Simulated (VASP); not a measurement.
# Sn (I4/mmm) in VASP: further runs

Sn is run at these levels: PBE+D3(BJ); tasks: single point.

All numbers are computed with VASP 6.6.1; they aren't measurements. Logs are shortened: lines on timing, memory, paths and dates and some standing lists are left out, and cuts for length are marked.

## (1) The cell of the first run

The structure is tetragonal, space group I4/mmm (No. 139). Conventional cell: a = 3.789 Å, b = 3.789 Å, c = 3.363 Å, α = 90.00°, β = 90.00°, γ = 90.00°. Sn (site symmetry 4/mmm) has 14 Sn at 3.16 to 3.79 Å within 4.2 Å.

## (2) Single point, PBE+D3(BJ) (strain -0.1125 x Voigt [0, 0, 1, 0, 0, 0])

File INCAR:

```
PREC = Accurate ; ENCUT = 520
EDIFF = 1E-6 ; ISMEAR = 0
SIGMA = 0.15 ; LREAL = False
LASPH = True ; NELM = 80
ALGO = Fast ; ISIF = 2
LWAVE = False ; LCHARG = True
GGA = PE ; IVDW = 12
LELF = True ; LVHAR = True
NBANDS = 13
```

File KPOINTS:

```
regular mesh
0
Gamma
  18 18 18
```

File POSCAR:

```
Sn
1.0
   -1.8946518192      1.8946518192      1.6815034895
    1.8946518192     -1.8946518192      1.6815034895
    1.8946518192      1.8946518192     -1.6815034895
Sn
1
Direct
    0.0000000000      0.0000000000      0.0000000000
```

Potentials or basis: VASP PAW PBE potentials, release 64 (Sn_d).

Run with:

```
$ cat potpaw_PBE.64/Sn_d/POTCAR > POTCAR
$ mpirun -np 1 vasp_std > vasp.out
```

OUTCAR:

```text
PREC = Accurate
   ENCUT = 520
   EDIFF = 1E-6
   ISMEAR = 0
   LREAL = False
   LASPH = True
   NELM = 80
   ISIF = 2
   GGA = PE
   IVDW = 12
 IVDW          = 12

 ion  position               nearest neighbor table
   1  0.000  0.000  0.000-

  LATTYP: Found a body centered tetragonal cell.
 ALAT       =     3.7893036384
 C/A-ratio  =     0.8875000000

  Lattice vectors:

 A1 = (  -1.8946518192,   1.8946518192,   1.6815034895)
 A2 = (   1.8946518192,  -1.8946518192,   1.6815034895)
 A3 = (   1.8946518192,   1.8946518192,  -1.6815034895)

Analysis of symmetry for initial positions (statically):
=====================================================================
 Subroutine PRICEL returns:
 Original cell was already a primitive cell.

 Routine SETGRP: Setting up the symmetry group for a
 body centered tetragonal supercell.

 Subroutine GETGRP returns: Found 16 space group operations
 (whereof 16 operations were pure point group operations)
 out of a pool of 16 trial point group operations.

The static configuration has the point symmetry D_4h.

Analysis of symmetry for dynamics (positions and initial velocities):
=====================================================================
 Subroutine PRICEL returns:
 Original cell was already a primitive cell.

 Routine SETGRP: Setting up the symmetry group for a
 body centered tetragonal supercell.

 Subroutine GETGRP returns: Found 16 space group operations
 (whereof 16 operations were pure point group operations)
 out of a pool of 16 trial point group operations.

The dynamic configuration has the point symmetry D_4h.

 Subroutine INISYM returns: Found 16 space group operations
 (whereof 16 operations are pure point group operations),
 and found     1 'primitive' translations

----------------------------------------------------------------------------------------

                                     Primitive cell

  volume of cell :      24.1444

  direct lattice vectors                    reciprocal lattice vectors
    -1.894651819  1.894651819  1.681503490     0.000000000  0.263900731  0.297352936
     1.894651819 -1.894651819  1.681503490     0.263900731  0.000000000  0.297352936
     1.894651819  1.894651819 -1.681503490     0.263900731  0.263900731  0.000000000

  length of vectors
     3.163362928  3.163362928  3.163362928     0.397570578  0.397570578  0.373211993

  position of ions in fractional coordinates (direct lattice)
     0.000000000  0.000000000  0.000000000

  ion indices of the primitive-cell ions
   primitive index   ion index
                 1           1

----------------------------------------------------------------------------------------

 KPOINTS: regular mesh

Automatic generation of k-mesh.
 Grid dimensions read from file:
 generate k-points for:   18   18   18

 Generating k-lattice:

  Cartesian coordinates                     Fractional coordinates (reciprocal lattice)
     0.000000000  0.014661152  0.016519608     0.055555556  0.000000000  0.000000000
     0.014661152  0.000000000  0.016519608     0.000000000  0.055555556  0.000000000
     0.014661152  0.014661152  0.000000000     0.000000000  0.000000000  0.055555556

  Length of vectors
     0.022087254  0.022087254  0.020734000

  Shift w.r.t. Gamma in fractional coordinates (k-lattice)
     0.000000000  0.000000000  0.000000000

 Subroutine IBZKPT returns following result:
 ===========================================

 Found    480 irreducible k-points:

 Following reciprocal coordinates:
            Coordinates               Weight
  0.000000  0.000000  0.000000      1.000000
  0.055556  0.000000 -0.000000      8.000000
  0.111111  0.000000 -0.000000      8.000000
  0.166667  0.000000 -0.000000      8.000000
  0.222222  0.000000 -0.000000      8.000000
  0.277778  0.000000 -0.000000      8.000000
[... 16 lines left out ...]
 -0.277778  0.055556  0.000000     16.000000
 -0.222222  0.055556  0.000000     16.000000
 [... further k-points ...]
   k-points           NKPTS =    480   k-points in BZ     NKDIM =    480   number of bands    NBANDS=     13
   number of dos      NEDOS =    301   number of ions     NIONS =      1
   total plane-waves  NPLWV =  13824
   dimension x,y,z NGX =    24 NGY =   24 NGZ =   24
   dimension x,y,z NGXF=    48 NGYF=   48 NGZF=   48
   ions per type =               1
   NGX,Y,Z   is equivalent  to a cutoff of  12.61, 12.61, 12.61 a.u.
   NGXF,Y,Z  is equivalent  to a cutoff of  25.23, 25.23, 25.23 a.u.
 SYSTEM =  unknown system
   PREC   = accura    normal or accurate (medium, high low for compatibility)
   ISTART =      0    job   : 0-new  1-cont  2-samecut
   ICHARG =      2    charge: 1-file 2-atom 10-const
   ISPIN  =      1    spin polarized calculation?
   LNONCOLLINEAR =      F non collinear calculations
   LSORBIT =      F    spin-orbit coupling
   LASPH  =      T    aspherical Exc in radial PAW
   ENCUT  =  520.0 eV  38.22 Ry    6.18 a.u.   5.88  5.88  5.88*2*pi/ulx,y,z
   NELM   =     80;   NELMIN=  2; NELMDL= -5     # of ELM steps
   EDIFF  = 0.1E-05   stopping-criterion for ELM
   LREAL  =      F    real-space projection
   EDIFFG = 0.1E-04   stopping-criterion for IOM
   NSW    =      0    number of steps for IOM
   IBRION =     -1    ionic relax: 0-MD 1-quasi-New 2-CG
   NFREE  =      0    steps in history (QN), initial steepest desc. (CG)
   ISIF   =      2    stress and relaxation
   ISYM   =      2    0-nonsym 1-usesym 2-fastsym
   POTIM  = 0.5000    time-step for ionic-motion
   TEBEG  =    0.0;   TEEND  =   0.0 temperature during run
   PSTRESS=    0.0 pullay stress
   NELECT =      14.0000    total number of electrons
   NUPDOWN=      -1.0000    fix difference up-down
   EMIN   =  10.00;   EMAX   =-10.00  energy-range for DOS
   EFERMI =   0.00;   METHOD = LEGACY
   ISMEAR =     0;   SIGMA  =   0.15  broadening in eV -4-tet -1-fermi 0-gaus
   EFERMI_NEDOS =   21; number of points for ismear=-14 and -15
   IALGO  =     68    algorithm
   IMIX   =      4    mixing-type and parameters
     AMIX     =   0.40;   BMIX     =  1.00
     AMIX_MAG =   1.60;   BMIX_MAG =  1.00
  volume/ion in A,a.u.               =      24.14       162.93
  Fermi-wavevector in a.u.,A,eV,Ry     =   1.365145  2.579749 25.356085  1.863620
  Thomas-Fermi vector in A             =   2.491399
   LORBIT       =      0    0 simple, 1 ext, 2 COOP (PROOUT), +10 PAW based schemes
   GGA     = PE    functional components
   LHFCALC =     F    Hartree Fock is set to
   AEXX    =    0.0000 exact exchange contribution
   IVDW    =    12    specifies the selected vdW correction
   LEPSILON=     F    determine dielectric tensor
   LRPA    =     F    only Hartree local field effects (RPA)
 non-spin polarized calculation
 RMM-DIIS sequential band-by-band and
 Gauss-broadening in eV      SIGMA  =   0.15
  energy-cutoff  :      520.00
  volume of cell :       24.14
 maximum number of plane-waves:       665
   NGX = 11   NGY = 11   NGZ = 11

 number of electron      13.9999993 magnetization

 Free energy of the ion-electron system (eV)
  ---------------------------------------------------
  ext. energy  EPLUGINS =         0.00000000
  ---------------------------------------------------
  free energy    TOTEN  =        -3.69601241 eV

  energy without entropy =       -3.68926916  energy(sigma->0) =       -3.69264078

 E-fermi :   9.6408     XC(G=0): -10.9324

 val. band max:        9.6379333555   @ k =  -0.2778   0.4444   0.2222
 cond. band min:       9.6430722936   @ k =  -0.2222  -0.3333   0.0556
 fundamental gap:      0.0051389381
 Fermi energy:         9.6407911866

 k-point     1 :       0.0000    0.0000    0.0000
  band No.  band energies     occupation
      1     -12.0745      2.00000
      2     -12.0142      2.00000
      3     -12.0142      2.00000
      4     -11.9083      2.00000
      5     -11.8171      2.00000
      6      -2.4014      2.00000
      7      18.0140      0.00000
      8      18.0140      0.00000
      9      19.5943      0.00000
     10      21.5913      0.00000
     11      21.9999      0.00000
     12      21.9999      0.00000
     13      22.9262      0.00000

 k-point     2 :       0.0556    0.0000   -0.0000
  band No.  band energies     occupation
      1     -12.0704      2.00000
      2     -12.0126      2.00000
      3     -12.0115      2.00000
      4     -11.9064      2.00000
      5     -11.8195      2.00000
      6      -2.3235      2.00000
      7      17.6772      0.00000
      8      17.7357      0.00000
      9      19.0429      0.00000
     10      21.3542      0.00000
     11      21.4078      0.00000
     12      22.1348      0.00000
     13      22.8155      0.00000

 k-point     3 :       0.1111    0.0000   -0.0000
  band No.  band energies     occupation
      1     -12.0650      2.00000
      2     -12.0089      2.00000
      3     -11.9973      2.00000
      4     -11.9004      2.00000
      5     -11.8261      2.00000
      6      -2.0892      2.00000
      7      16.7547      0.00000
      8      16.9350      0.00000
      9      17.8608      0.00000
     10      20.5525      0.00000
     11      20.6166      0.00000
     12      22.5505      0.00000
     13      23.0844      0.00000
[... 305 lines left out ...]
 k-point    23 :      -0.2778    0.0556    0.0000
  band No.  band energies     occupation
      1     -12.0801      2.00000
      2     -12.0068      2.00000
      3     -11.8895      2.00000
      4     -11.8744      2.00000
      5     -11.8478      2.00000
      6      -0.8018      2.00000
      7      12.0375      0.00000
      8      14.1644      0.00000
      9      15.9470      0.00000
     10      18.7934      0.00000
     11      20.1834      0.00000
     12      23.7122      0.00000
     13      25.8658      0.00000

 k-point    24 :      -0.2222    0.0556    0.0000
  band No.  band energies     occupation
      1     -12.0686      2.00000
      2     -12.0058      2.00000
      3     -11.9344      2.00000
      4     -11.8942      2.00000
      5     -11.8388      2.00000
      6      -1.4219      2.00000
      7      13.9169      0.00000
      8      14.9937      0.00000
      9      16.6370      0.00000
     10      19.3557      0.00000
     11      20.7748      0.00000
     12      23.1720      0.00000
     13      24.9555      0.00000

 [... further k-points ...]

------------------------ aborting loop because EDIFF is reached ----------------------------------------

 Edisp (eV)   -0.43391

 E8    (eV) :    -0.2081

  FORCE on cell =-STRESS in cart. coord.  units (eV):
  Direction    XX          YY          ZZ          XY          YZ          ZX
  --------------------------------------------------------------------------------------
  -------------------------------------------------------------------------------------
  Total       0.92075     0.92075     0.93684     0.00000     0.00000     0.00000
  in kB      61.09894    61.09894    62.16666     0.00000     0.00000     0.00000
  external pressure =       61.45 kB  Pullay stress =        0.00 kB

 VOLUME and BASIS-vectors are now :
 -----------------------------------------------------------------------------
  energy-cutoff  :      520.00
  volume of cell :       24.14
      direct lattice vectors                 reciprocal lattice vectors
    -1.894651819  1.894651819  1.681503490     0.000000000  0.263900731  0.297352936
     1.894651819 -1.894651819  1.681503490     0.263900731  0.000000000  0.297352936
     1.894651819  1.894651819 -1.681503490     0.263900731  0.263900731  0.000000000

 POSITION                                       TOTAL-FORCE (eV/Angst)
 -----------------------------------------------------------------------------------
      0.00000      0.00000      0.00000         0.000000      0.000000     -0.000000
 -----------------------------------------------------------------------------------
    total drift:                                0.000000      0.000000      0.000000

  FREE ENERGIE OF THE ION-ELECTRON SYSTEM (eV)
  ---------------------------------------------------
  free  energy   TOTEN  =        -4.1299201264 eV

  energy  without entropy=       -4.1231768782  energy(sigma->0) =       -4.12654850
```

It took 2.5 min on 1 thread of Intel Xeon 8259CL, shared host; peak memory 0.26 GiB.

What came out:

| Quantity | Value |
| --- | --- |
| Free energy | -4.1299 eV |
| Pressure | 6.1 GPa |
| Band gap on the k mesh | zero (bands 7 and 8 overlap by 11.01 eV) |
| Dispersion energy per atom | -0.434 eV |

Caveat: the cell differs from its parent crystal (strain -0.1125 x Voigt [0, 0, 1, 0, 0, 0]); the cell stands under pressure; spin-orbit coupling is left out, which moves the levels of the heavy elements.

[end of part 1 of 2]
